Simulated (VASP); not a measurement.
# La2O3 (P-3m1) in VASP: further runs

La2O3 is run at these levels: PBE; tasks: single point.

Everything below comes from runs of VASP 6.6.1. Logs are shortened: lines on timing, memory, paths and dates and some standing lists are left out, and cuts for length are marked.

### Step 1. The cell of the first run

Symmetry: P-3m1, No. 164, trigonal system. Conventional cell: a = 3.931 Å, b = 3.931 Å, c = 6.112 Å, α = 90.00°, β = 90.00°, γ = 120.00°. Within 3.1 Å of La (site symmetry 3m) lie 7 O at 2.36 to 2.72 Å. O (site symmetry 3m) has 4 La at 2.36 to 2.44 Å and 6 O at 2.89 to 3.14 Å within 3.2 Å. Within 3.6 Å of O (site symmetry -3m) lie 6 La at 2.72 Å and 6 O at 3.14 Å.

### Step 2. Single point, PBE

The input, INCAR:

```
  PREC = Accurate
  ENCUT = 520
  EDIFF = 1E-7
  ISMEAR = 0
  SIGMA = 0.1
  LREAL = F
  LASPH = T
  NELM = 60
  ALGO = Normal
  ISIF = 2
  LWAVE = F
  LCHARG = F
  GGA = PE
  NBANDS = 28
```

The input, KPOINTS:

```
regular mesh
0
Gamma
  6 6 4
```

The input, POSCAR:

```
La2O3
1.0
    3.9307778600      0.0000000000      0.0000000000
   -1.9653889300      3.4041534800      0.0000000000
    0.0000000000      0.0000000000      6.1119537400
La O
2 3
Direct
    0.6666666700      0.3333333300      0.7537643300
    0.3333333300      0.6666666700      0.2462356700
    0.6666666700      0.3333333300      0.3541093500
    0.3333333300      0.6666666700      0.6458906500
    0.0000000000      0.0000000000      0.0000000000
```

Potentials or basis: VASP PAW PBE potentials, release 64 (La, O).

Started as:

```bash
$ cat potpaw_PBE.64/La/POTCAR potpaw_PBE.64/O/POTCAR > POTCAR
$ mpirun -np 1 vasp_std > vasp.out
```

OUTCAR:

```text
PREC = Accurate
   ENCUT = 520
   EDIFF = 1E-7
   ISMEAR = 0
   LREAL = F
   LASPH = T
   NELM = 60
   ISIF = 2
   GGA = PE

 ion  position               nearest neighbor table
   1  0.667  0.333  0.754-   4 2.36   4 2.36   4 2.36   3 2.44   5 2.72   5 2.72   5 2.72
   2  0.333  0.667  0.246-   3 2.36   3 2.36   3 2.36   4 2.44   5 2.72   5 2.72   5 2.72
   3  0.667  0.333  0.354-   2 2.36   2 2.36   2 2.36   1 2.44
   4  0.333  0.667  0.646-   1 2.36   1 2.36   1 2.36   2 2.44
   5  0.000  0.000  0.000-   1 2.72   2 2.72   2 2.72   1 2.72   1 2.72   2 2.72

  LATTYP: Found a hexagonal cell.
 ALAT       =     3.9307778600
 C/A-ratio  =     1.5548967552

  Lattice vectors:

 A1 = (   3.9307778600,   0.0000000000,   0.0000000000)
 A2 = (  -1.9653889300,   3.4041534800,   0.0000000000)
 A3 = (   0.0000000000,   0.0000000000,   6.1119537400)

Analysis of symmetry for initial positions (statically):
=====================================================================
 Subroutine PRICEL returns:
 Original cell was already a primitive cell.

 Routine SETGRP: Setting up the symmetry group for a
 hexagonal supercell.

 Subroutine GETGRP returns: Found 12 space group operations
 (whereof 12 operations were pure point group operations)
 out of a pool of 24 trial point group operations.

The static configuration has the point symmetry D_3d.

Analysis of symmetry for dynamics (positions and initial velocities):
=====================================================================
 Subroutine PRICEL returns:
 Original cell was already a primitive cell.

 Routine SETGRP: Setting up the symmetry group for a
 hexagonal supercell.

 Subroutine GETGRP returns: Found 12 space group operations
 (whereof 12 operations were pure point group operations)
 out of a pool of 24 trial point group operations.

The dynamic configuration has the point symmetry D_3d.

 Subroutine INISYM returns: Found 12 space group operations
 (whereof 12 operations are pure point group operations),
 and found     1 'primitive' translations

----------------------------------------------------------------------------------------

                                     Primitive cell

  volume of cell :      81.7839

  direct lattice vectors                    reciprocal lattice vectors
     3.930777860  0.000000000  0.000000000     0.254402573  0.146879394  0.000000000
    -1.965388930  3.404153480  0.000000000     0.000000000  0.293758788  0.000000000
     0.000000000  0.000000000  6.111953740     0.000000000  0.000000000  0.163613804

  length of vectors
     3.930777860  3.930777857  6.111953740     0.293758788  0.293758788  0.163613804

  position of ions in fractional coordinates (direct lattice)
     0.666666670  0.333333330  0.753764330
     0.333333330  0.666666670  0.246235670
     0.666666670  0.333333330  0.354109350
     0.333333330  0.666666670  0.645890650
     0.000000000  0.000000000  0.000000000

  ion indices of the primitive-cell ions
   primitive index   ion index
                 1           1
                 2           2
                 3           3
                 4           4
                 5           5

----------------------------------------------------------------------------------------

 KPOINTS: regular mesh

Automatic generation of k-mesh.
 Grid dimensions read from file:
 generate k-points for:    6    6    4

 Generating k-lattice:

  Cartesian coordinates                     Fractional coordinates (reciprocal lattice)
     0.042400429  0.024479899  0.000000000     0.166666667 -0.000000000  0.000000000
     0.000000000  0.048959798  0.000000000     0.000000000  0.166666667  0.000000000
     0.000000000  0.000000000  0.040903451     0.000000000  0.000000000  0.250000000

  Length of vectors
     0.048959798  0.048959798  0.040903451

  Shift w.r.t. Gamma in fractional coordinates (k-lattice)
     0.000000000  0.000000000  0.000000000

 Subroutine IBZKPT returns following result:
 ===========================================

 Found     24 irreducible k-points:

 Following reciprocal coordinates:
            Coordinates               Weight
  0.000000  0.000000  0.000000      1.000000
  0.166667  0.000000  0.000000      6.000000
  0.333333 -0.000000  0.000000      6.000000
  0.500000  0.000000  0.000000      3.000000
  0.166667  0.166667  0.000000      6.000000
  0.333333  0.166667  0.000000     12.000000
[... 16 lines left out ...]
  0.333333  0.166667  0.500000     12.000000
  0.333333  0.333333  0.500000      2.000000
   k-points           NKPTS =     24   k-points in BZ     NKDIM =     24   number of bands    NBANDS=     28
   number of dos      NEDOS =    301   number of ions     NIONS =      5
   total plane-waves  NPLWV =  43200
   dimension x,y,z NGX =    30 NGY =   30 NGZ =   48
   dimension x,y,z NGXF=    60 NGYF=   60 NGZF=   96
   ions per type =               2   3
   NGX,Y,Z   is equivalent  to a cutoff of  12.69, 12.69, 13.06 a.u.
   NGXF,Y,Z  is equivalent  to a cutoff of  25.38, 25.38, 26.11 a.u.
 SYSTEM =  unknown system
   PREC   = accura    normal or accurate (medium, high low for compatibility)
   ISTART =      0    job   : 0-new  1-cont  2-samecut
   ICHARG =      2    charge: 1-file 2-atom 10-const
   ISPIN  =      1    spin polarized calculation?
   LNONCOLLINEAR =      F non collinear calculations
   LSORBIT =      F    spin-orbit coupling
   LASPH  =      T    aspherical Exc in radial PAW
   ENCUT  =  520.0 eV  38.22 Ry    6.18 a.u.   7.31  7.31 11.36*2*pi/ulx,y,z
   NELM   =     60;   NELMIN=  2; NELMDL= -5     # of ELM steps
   EDIFF  = 0.1E-06   stopping-criterion for ELM
   LREAL  =      F    real-space projection
   EDIFFG = 0.1E-05   stopping-criterion for IOM
   NSW    =      0    number of steps for IOM
   IBRION =     -1    ionic relax: 0-MD 1-quasi-New 2-CG
   NFREE  =      0    steps in history (QN), initial steepest desc. (CG)
   ISIF   =      2    stress and relaxation
   ISYM   =      2    0-nonsym 1-usesym 2-fastsym
   POTIM  = 0.5000    time-step for ionic-motion
   TEBEG  =    0.0;   TEEND  =   0.0 temperature during run
   PSTRESS=    0.0 pullay stress
   NELECT =      40.0000    total number of electrons
   NUPDOWN=      -1.0000    fix difference up-down
   EMIN   =  10.00;   EMAX   =-10.00  energy-range for DOS
   EFERMI =   0.00;   METHOD = LEGACY
   ISMEAR =     0;   SIGMA  =   0.10  broadening in eV -4-tet -1-fermi 0-gaus
   EFERMI_NEDOS =   21; number of points for ismear=-14 and -15
   IALGO  =     38    algorithm
   IMIX   =      4    mixing-type and parameters
     AMIX     =   0.40;   BMIX     =  1.00
     AMIX_MAG =   1.60;   BMIX_MAG =  1.00
  volume/ion in A,a.u.               =      16.36       110.38
  Fermi-wavevector in a.u.,A,eV,Ry     =   1.289849  2.437462 22.636161  1.663711
  Thomas-Fermi vector in A             =   2.421717
   LORBIT       =      0    0 simple, 1 ext, 2 COOP (PROOUT), +10 PAW based schemes
   GGA     = PE    functional components
   LHFCALC =     F    Hartree Fock is set to
   AEXX    =    0.0000 exact exchange contribution
   IVDW    =     0    specifies the selected vdW correction
   LEPSILON=     F    determine dielectric tensor
   LRPA    =     F    only Hartree local field effects (RPA)
 non-spin polarized calculation
 Gauss-broadening in eV      SIGMA  =   0.10
  energy-cutoff  :      520.00
  volume of cell :       81.78
 maximum number of plane-waves:      2225
 NGX is ok and might be reduce to    30
   NGX = 15   NGY = 15   NGZ = 23

 number of electron      39.9999992 magnetization

 Free energy of the ion-electron system (eV)
  ---------------------------------------------------
  ext. energy  EPLUGINS =         0.00000000
  ---------------------------------------------------
  free energy    TOTEN  =       -41.81743720 eV

  energy without entropy =      -41.81743720  energy(sigma->0) =      -41.81743720

 E-fermi :   6.4837     XC(G=0): -10.4725

 val. band max:        5.9817091965   @ k =   0.5000   0.0000   0.5000
 cond. band min:       9.8400191746   @ k =   0.5000   0.0000   0.0000
 fundamental gap:      3.8583099781
 Fermi energy:         6.4836695709

 k-point     1 :       0.0000    0.0000    0.0000
  band No.  band energies     occupation
      1     -23.8433      2.00000
      2     -23.5994      2.00000
      3     -10.9635      2.00000
      4      -9.7106      2.00000
      5      -9.2606      2.00000
      6      -7.3094      2.00000
[... 20 lines left out ...]
     27      11.3557      0.00000
     28      11.5897      0.00000

 k-point     2 :       0.1667    0.0000    0.0000
  band No.  band energies     occupation
      1     -23.7971      2.00000
      2     -23.5811      2.00000
      3     -10.9735      2.00000
      4     -10.1724      2.00000
      5      -9.5620      2.00000
      6      -7.4130      2.00000
[... 20 lines left out ...]
     27      11.4750      0.00000
     28      11.5534      0.00000

 k-point     3 :       0.3333   -0.0000    0.0000
  band No.  band energies     occupation
      1     -23.6942      2.00000
      2     -23.5527      2.00000
      3     -11.1597      2.00000
      4     -10.8990      2.00000
      5      -9.6032      2.00000
      6      -7.5937      2.00000
[... 20 lines left out ...]
     27      11.4236      0.00000
     28      11.4316      0.00000

 k-point     4 :       0.5000    0.0000    0.0000
  band No.  band energies     occupation
      1     -23.6292      2.00000
      2     -23.5505      2.00000
      3     -11.2697      2.00000
      4     -11.2470      2.00000
      5      -9.3986      2.00000
      6      -7.9275      2.00000
[... 578 lines left out ...]
     27      11.3747      0.00000
     28      11.4829      0.00000

 k-point    23 :       0.3333    0.1667    0.5000
  band No.  band energies     occupation
      1     -23.5955      2.00000
      2     -23.5839      2.00000
      3     -11.3913      2.00000
      4     -11.1888      2.00000
      5      -9.5062      2.00000
      6      -7.6990      2.00000
[... 20 lines left out ...]
     27      11.3792      0.00000
     28      11.3952      0.00000

 k-point    24 :       0.3333    0.3333    0.5000
  band No.  band energies     occupation
      1     -23.5725      2.00000
      2     -23.5725      2.00000
      3     -11.3385      2.00000
      4     -11.3385      2.00000
      5      -9.7602      2.00000
      6      -7.8997      2.00000
[... 20 lines left out ...]
     27      11.3642      0.00000
     28      11.3958      0.00000

------------------------ aborting loop because EDIFF is reached ----------------------------------------

  FORCE on cell =-STRESS in cart. coord.  units (eV):
  Direction    XX          YY          ZZ          XY          YZ          ZX
  --------------------------------------------------------------------------------------
  -------------------------------------------------------------------------------------
  Total        0.7611326      0.7611326      0.9289879     -0.0000000      0.0000000      0.0000000
  in kB       14.9108787     14.9108787     18.1992281     -0.0000000      0.0000000      0.0000000
  external PRESSURE =      16.0069951 kB  Pullay stress =       0.0000000 kB

 VOLUME and BASIS-vectors are now :
 -----------------------------------------------------------------------------
  energy-cutoff  :      520.00
  volume of cell :       81.78
      direct lattice vectors                 reciprocal lattice vectors
     3.930777860  0.000000000  0.000000000     0.254402573  0.146879394  0.000000000
    -1.965388930  3.404153480  0.000000000     0.000000000  0.293758788  0.000000000
     0.000000000  0.000000000  6.111953740     0.000000000  0.000000000  0.163613804

 POSITION                                       TOTAL-FORCE (eV/Angst)
 -----------------------------------------------------------------------------------
      1.96539      1.13472      4.60697         0.000000     -0.000000      0.002453
     -0.00000      2.26944      1.50498        -0.000000      0.000000     -0.002453
      1.96539      1.13472      2.16430         0.000000      0.000000     -0.011477
     -0.00000      2.26944      3.94765        -0.000000      0.000000      0.011477
      0.00000      0.00000      0.00000        -0.000000      0.000000      0.000000
 -----------------------------------------------------------------------------------
    total drift:                               -0.000000      0.000000     -0.000000

  FREE ENERGIE OF THE ION-ELECTRON SYSTEM (eV)
  ---------------------------------------------------
  free  energy   TOTEN  =       -41.8174371995 eV

  energy  without entropy=      -41.8174371995  energy(sigma->0) =      -41.81743720
```

Run time: 2.1 min. Hardware: 1 thread of Intel Xeon 8259CL, shared host; peak memory 0.23 GiB.

Results:

```
Free energy            : -41.8174 eV
Pressure               : 1.6 GPa
Largest force          : 0.011 eV/Å
Band gap on the k mesh : 3.86 eV (least direct gap 3.98 eV)
```

Forces on the atoms (eV/Å):
```
La   0.000  0.000  0.002
La   0.000  0.000 -0.002
O    0.000  0.000 -0.011
O    0.000  0.000  0.011
O    0.000  0.000  0.000
```

Stress tensor (GPa, compression positive):
```
1.49 0.00 0.00
0.00 1.49 0.00
0.00 0.00 1.82
```

Caveat: spin-orbit coupling is left out, which moves the levels of the heavy elements.

(Continued in part 2 of 2.)
